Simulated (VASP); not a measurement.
# LiF (F-43m) in VASP: notebook

Runs on LiF. Level: PBE. Tasks: density of states, vibrations by perturbation theory, elastic constants.

Program: VASP 6.6.1. These are calculated values, not measurements. Logs are shortened: lines on timing, memory, paths and dates and some standing lists are left out, and cuts for length are marked.

**1. The cell of the first run**

It takes space group F-43m (No. 216, cubic). The conventional cell has a = 4.365 Å, b = 4.365 Å, c = 4.365 Å, α = 90.00°, β = 90.00°, γ = 90.00°. Li (site symmetry -43m) has 4 F at 1.89 Å within 2.5 Å. F (site symmetry -43m) has 4 Li at 1.89 Å within 2.5 Å.

**2. Density of states, PBE**

POSCAR reads:

```
LiF
1.0
    0.0000000000      2.1824115405      2.1824115405
    2.1824115405      0.0000000000      2.1824115405
    2.1824115405      2.1824115405      0.0000000000
Li F
1 1
Direct
    0.7500000000      0.7500000000      0.7500000000
    0.0000000000      0.0000000000      0.0000000000
```

INCAR.step1 reads:

```
ALGO = Normal
EDIFF = 1E-6
ENCUT = 520
GGA = PE
ISIF = 2
ISMEAR = 0
LASPH = T
LCHARG = T
LREAL = F
LWAVE = F
NBANDS = 12
NELM = 80
PREC = Accurate
SIGMA = 0.02
```

KPOINTS.step1 reads:

```
k-points
0
Gamma
  10 10 10
```

INCAR.step2 reads:

```
ALGO = Normal
EDIFF = 1E-6
ENCUT = 520
GGA = PE
ICHARG = 11
ISIF = 2
ISMEAR = -5
LASPH = T
LCHARG = F
LORBIT = 11
LREAL = F
LWAVE = F
NBANDS = 12
NEDOS = 1001
NELM = 80
PREC = Accurate
SIGMA = 0.02
```

KPOINTS.step2 reads:

```
k-points
0
Gamma
  15 15 15
```

Potentials or basis: VASP PAW PBE potentials, release 64 (Li_sv, F).

Launch:

```console
$ cat potpaw_PBE.64/Li_sv/POTCAR potpaw_PBE.64/F/POTCAR > POTCAR
$ cp INCAR.step1 INCAR
$ cp KPOINTS.step1 KPOINTS
$ mpirun -np 1 vasp_std > vasp.out
$ cp INCAR.step2 INCAR
$ cp KPOINTS.step2 KPOINTS
$ mpirun -np 1 vasp_std > vasp.out
```

OUTCAR:

```text
EDIFF = 1E-6
   ENCUT = 520
   GGA = PE
   ICHARG = 11
   ISIF = 2
   ISMEAR = -5
   LASPH = T
   LORBIT = 11
   LREAL = F
   NELM = 80
   PREC = Accurate

 ion  position               nearest neighbor table
   1  0.750  0.750  0.750-   2 1.89   2 1.89   2 1.89   2 1.89
   2  0.000  0.000  0.000-   1 1.89   1 1.89   1 1.89   1 1.89

  LATTYP: Found a face centered cubic cell.
 ALAT       =     4.3648230810

  Lattice vectors:

 A1 = (   0.0000000000,   2.1824115405,   2.1824115405)
 A2 = (   2.1824115405,   0.0000000000,   2.1824115405)
 A3 = (   2.1824115405,   2.1824115405,   0.0000000000)

Analysis of symmetry for initial positions (statically):
=====================================================================
 Subroutine PRICEL returns:
 Original cell was already a primitive cell.

 Routine SETGRP: Setting up the symmetry group for a
 face centered cubic supercell.

 Subroutine GETGRP returns: Found 24 space group operations
 (whereof 24 operations were pure point group operations)
 out of a pool of 48 trial point group operations.

The static configuration has the point symmetry T_d .

Analysis of symmetry for dynamics (positions and initial velocities):
=====================================================================
 Subroutine PRICEL returns:
 Original cell was already a primitive cell.

 Routine SETGRP: Setting up the symmetry group for a
 face centered cubic supercell.

 Subroutine GETGRP returns: Found 24 space group operations
 (whereof 24 operations were pure point group operations)
 out of a pool of 48 trial point group operations.

The dynamic configuration has the point symmetry T_d .

 Subroutine INISYM returns: Found 24 space group operations
 (whereof 24 operations are pure point group operations),
 and found     1 'primitive' translations

----------------------------------------------------------------------------------------

                                     Primitive cell

  volume of cell :      20.7893

  direct lattice vectors                    reciprocal lattice vectors
     0.000000000  2.182411540  2.182411540    -0.229104360  0.229104360  0.229104360
     2.182411540  0.000000000  2.182411540     0.229104360 -0.229104360  0.229104360
     2.182411540  2.182411540  0.000000000     0.229104360  0.229104360 -0.229104360

  length of vectors
     3.086395999  3.086395999  3.086395999     0.396820392  0.396820392  0.396820392

  position of ions in fractional coordinates (direct lattice)
     0.750000000  0.750000000  0.750000000
     0.000000000  0.000000000  0.000000000

  ion indices of the primitive-cell ions
   primitive index   ion index
                 1           1
                 2           2

----------------------------------------------------------------------------------------

 KPOINTS: k-points

Automatic generation of k-mesh.
 Grid dimensions read from file:
 generate k-points for:   15   15   15

 Generating k-lattice:

  Cartesian coordinates                     Fractional coordinates (reciprocal lattice)
    -0.015273624  0.015273624  0.015273624     0.066666667  0.000000000  0.000000000
     0.015273624 -0.015273624  0.015273624     0.000000000  0.066666667  0.000000000
     0.015273624  0.015273624 -0.015273624     0.000000000  0.000000000  0.066666667

  Length of vectors
     0.026454693  0.026454693  0.026454693

  Shift w.r.t. Gamma in fractional coordinates (k-lattice)
     0.000000000  0.000000000  0.000000000

 TETIRR: Found    484 inequivalent tetrahedra from    20250

 Subroutine IBZKPT returns following result:
 ===========================================

 Found    120 irreducible k-points:

 Following reciprocal coordinates:
            Coordinates               Weight
  0.000000  0.000000  0.000000      1.000000
  0.066667  0.000000  0.000000      8.000000
  0.133333  0.000000  0.000000      8.000000
  0.200000  0.000000  0.000000      8.000000
  0.266667  0.000000  0.000000      8.000000
  0.333333  0.000000  0.000000      8.000000
[... 16 lines left out ...]
  0.133333  0.133333  0.000000      6.000000
  0.200000  0.133333  0.000000     24.000000
 [... further k-points ...]
   k-points           NKPTS =    120   k-points in BZ     NKDIM =    120   number of bands    NBANDS=     12
   number of dos      NEDOS =   1001   number of ions     NIONS =      2
   total plane-waves  NPLWV =  13824
   dimension x,y,z NGX =    24 NGY =   24 NGZ =   24
   dimension x,y,z NGXF=    48 NGYF=   48 NGZF=   48
   ions per type =               1   1
   NGX,Y,Z   is equivalent  to a cutoff of  12.93, 12.93, 12.93 a.u.
   NGXF,Y,Z  is equivalent  to a cutoff of  25.85, 25.85, 25.85 a.u.
 SYSTEM =  unknown system
   PREC   = accura    normal or accurate (medium, high low for compatibility)
   ISTART =      0    job   : 0-new  1-cont  2-samecut
   ICHARG =     11    charge: 1-file 2-atom 10-const
   ISPIN  =      1    spin polarized calculation?
   LNONCOLLINEAR =      F non collinear calculations
   LSORBIT =      F    spin-orbit coupling
   LASPH  =      T    aspherical Exc in radial PAW
   ENCUT  =  520.0 eV  38.22 Ry    6.18 a.u.   5.74  5.74  5.74*2*pi/ulx,y,z
   NELM   =     80;   NELMIN=  2; NELMDL=  0     # of ELM steps
   EDIFF  = 0.1E-05   stopping-criterion for ELM
   LREAL  =      F    real-space projection
   EDIFFG = 0.1E-04   stopping-criterion for IOM
   NSW    =      0    number of steps for IOM
   IBRION =     -1    ionic relax: 0-MD 1-quasi-New 2-CG
   NFREE  =      0    steps in history (QN), initial steepest desc. (CG)
   ISIF   =      2    stress and relaxation
   ISYM   =      2    0-nonsym 1-usesym 2-fastsym
   POTIM  = 0.5000    time-step for ionic-motion
   TEBEG  =    0.0;   TEEND  =   0.0 temperature during run
   PSTRESS=    0.0 pullay stress
   NELECT =      10.0000    total number of electrons
   NUPDOWN=      -1.0000    fix difference up-down
   EMIN   =  10.00;   EMAX   =-10.00  energy-range for DOS
   EFERMI =   0.00;   METHOD = LEGACY
   ISMEAR =    -5;   SIGMA  =   0.02  broadening in eV -4-tet -1-fermi 0-gaus
   EFERMI_NEDOS =   21; number of points for ismear=-14 and -15
   IALGO  =     38    algorithm
   IMIX   =      4    mixing-type and parameters
     AMIX     =   0.40;   BMIX     =  1.00
     AMIX_MAG =   1.60;   BMIX_MAG =  1.00
  volume/ion in A,a.u.               =      10.39        70.15
  Fermi-wavevector in a.u.,A,eV,Ry     =   1.282709  2.423969 22.386246  1.645343
  Thomas-Fermi vector in A             =   2.415005
   LORBIT       =     11    0 simple, 1 ext, 2 COOP (PROOUT), +10 PAW based schemes
   GGA     = PE    functional components
   LHFCALC =     F    Hartree Fock is set to
   AEXX    =    0.0000 exact exchange contribution
   IVDW    =     0    specifies the selected vdW correction
   LEPSILON=     F    determine dielectric tensor
   LRPA    =     F    only Hartree local field effects (RPA)
 non-spin polarized calculation
 Fermi weights with tetrahedron method with Bloechl corrections
  energy-cutoff  :      520.00
  volume of cell :       20.79
 maximum number of plane-waves:       572

 number of electron       9.9999991 magnetization

 Free energy of the ion-electron system (eV)
  ---------------------------------------------------
  ext. energy  EPLUGINS =         0.00000000
  ---------------------------------------------------
  free energy    TOTEN  =        -9.62860838 eV

  energy without entropy =       -9.62860838  energy(sigma->0) =       -9.62860838

 E-fermi :  -2.7416     XC(G=0):  -8.6354

 val. band max:       -2.7597800510   @ k =   0.0000   0.0000   0.0000
 cond. band min:       4.8773938463   @ k =   0.0000   0.0000   0.0000
 fundamental gap:      7.6371738973
 Fermi energy:        -2.7416074226

 k-point     1 :       0.0000    0.0000    0.0000
  band No.  band energies     occupation
      1     -43.2475      2.00000
      2     -22.0190      2.00000
      3      -2.7598      2.00000
      4      -2.7598      2.00000
      5      -2.7598      2.00000
      6       4.8774      0.00000
      7      16.2800      0.00000
      8      16.2800      0.00000
      9      16.2800      0.00000
     10      24.6592      0.00000
     11      24.6592      0.00000
     12      24.6592      0.00000

 k-point     2 :       0.0667    0.0000    0.0000
  band No.  band energies     occupation
      1     -43.2462      2.00000
      2     -22.0120      2.00000
      3      -2.8550      2.00000
      4      -2.7707      2.00000
      5      -2.7707      2.00000
      6       5.0035      0.00000
      7      16.1752      0.00000
      8      16.3058      0.00000
      9      16.3058      0.00000
     10      23.9244      0.00000
     11      23.9539      0.00000
     12      23.9539      0.00000

 k-point     3 :       0.1333    0.0000    0.0000
  band No.  band energies     occupation
      1     -43.2426      2.00000
      2     -21.9926      2.00000
      3      -3.1143      2.00000
      4      -2.8013      2.00000
      5      -2.8013      2.00000
      6       5.3638      0.00000
      7      15.8224      0.00000
      8      16.3587      0.00000
      9      16.3587      0.00000
     10      23.1057      0.00000
     11      23.1057      0.00000
     12      23.1598      0.00000
[... 286 lines left out ...]
 k-point    23 :       0.1333    0.1333    0.0000
  band No.  band energies     occupation
      1     -43.2410      2.00000
      2     -21.9839      2.00000
      3      -3.0745      2.00000
      4      -2.8877      2.00000
      5      -2.8877      2.00000
      6       5.4877      0.00000
      7      16.1352      0.00000
      8      16.1352      0.00000
      9      16.4532      0.00000
     10      19.7869      0.00000
     11      26.0591      0.00000
     12      26.0595      0.00000

 k-point    24 :       0.2000    0.1333    0.0000
  band No.  band energies     occupation
      1     -43.2370      2.00000
      2     -21.9622      2.00000
      3      -3.3038      2.00000
      4      -2.9505      2.00000
      5      -2.9207      2.00000
      6       5.8562      0.00000
      7      15.8010      0.00000
      8      16.1003      0.00000
      9      16.5931      0.00000
     10      18.9050      0.00000
     11      25.5760      0.00000
     12      25.8248      0.00000

 [... further k-points ...]

------------------------ aborting loop because EDIFF is reached ----------------------------------------

  FORCE on cell =-STRESS in cart. coord.  units (eV):
  Direction    XX          YY          ZZ          XY          YZ          ZX
  --------------------------------------------------------------------------------------
  -------------------------------------------------------------------------------------
  Total       -0.0288618     -0.0288618     -0.0288618     -0.0000000     -0.0000000      0.0000000
  in kB       -2.2243065     -2.2243065     -2.2243065     -0.0000000     -0.0000000      0.0000000
  external PRESSURE =      -2.2243065 kB  Pullay stress =       0.0000000 kB

 VOLUME and BASIS-vectors are now :
 -----------------------------------------------------------------------------
  energy-cutoff  :      520.00
  volume of cell :       20.79
      direct lattice vectors                 reciprocal lattice vectors
     0.000000000  2.182411540  2.182411540    -0.229104360  0.229104360  0.229104360
     2.182411540  0.000000000  2.182411540     0.229104360 -0.229104360  0.229104360
     2.182411540  2.182411540  0.000000000     0.229104360  0.229104360 -0.229104360

 POSITION                                       TOTAL-FORCE (eV/Angst)
 -----------------------------------------------------------------------------------
      3.27362      3.27362      3.27362        -0.000000     -0.000000     -0.000000
      0.00000      0.00000      0.00000         0.000000      0.000000      0.000000
 -----------------------------------------------------------------------------------
    total drift:                                0.000000      0.000000      0.000000

  FREE ENERGIE OF THE ION-ELECTRON SYSTEM (eV)
  ---------------------------------------------------
  free  energy   TOTEN  =        -9.6286083782 eV

  energy  without entropy=       -9.6286083782  energy(sigma->0) =       -9.62860838

 total charge

# of ion       s       p       d       tot
------------------------------------------
    1        2.022   0.056   0.000   2.078
    2        1.728   4.405   0.000   6.133
--------------------------------------------------
tot          3.750   4.461   0.000   8.211
```

Run time: 41 s. Hardware: 1 thread of AMD EPYC 7R13, shared host; peak memory 0.12 GiB.

Results:

```
Valence electrons inside the program's atomic spheres : Li 2.08; F 6.13
```

Caveat: the cutoff is under 1.25 times the usual one of these potentials, so pressure, stress and relaxed cells hold a basis-set (Pulay) error.

(Continued in part 2 of 2.)
